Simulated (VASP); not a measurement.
A run of VASP 6.6.1:

File INCAR:

```
ALGO = Normal ; DIPOL = 0.5 0.5 0.478
EDIFF = 1E-6 ; ENCUT = 520
GGA = PS ; IDIPOL = 3
ISIF = 2 ; ISMEAR = 0
LASPH = True ; LCHARG = False
LDIPOL = True ; LREAL = False
LWAVE = False ; NBANDS = 56
NELM = 80 ; PREC = Accurate
SIGMA = 0.1
```

Contents of KPOINTS:

```
k-points
0
Gamma
  6 6 1
```

POSCAR

```
Ta8C
1.0
    4.6393552032      0.0000000000      0.0000000000
   -2.3196776016      4.0177994632      0.0000000000
    0.0000000000      0.0000000000     25.6290309070
Ta C
8 1
Direct
    0.6666666667      0.3333333334      0.3316551465
    0.3333333333      0.6666666666      0.3686056039
    0.0000000000      0.0000000000      0.4055560613
    0.6666666667      0.3333333334      0.4425065188
    0.3338074028      0.6669037014      0.4790600836
    0.0017775126      0.0008887563      0.5171577092
    0.6654088000      0.3327044000      0.5511200961
    0.3612747016      0.6806373508      0.5909779039
   -0.0949837987      0.4525081007      0.6181131992
```

Potentials or basis: VASP PAW PBE potentials, release 64 (Ta_pv, C).

Run with:

```sh
$ cat potpaw_PBE.64/Ta_pv/POTCAR potpaw_PBE.64/C/POTCAR > POTCAR
$ mpirun -np 1 vasp_std > vasp.out
```

Hardware: 1 thread of Intel(R) Xeon(R) 6975P-C (Granite Rapids), on a shared host.

Problem. Estimate the wall time of this run.

Solution. Wall time 9 min on 1 thread of Intel(R) Xeon(R) 6975P-C (Granite Rapids), on a shared host, peak memory 0.71 GiB. Counts: scf iterations 35, k points 13.
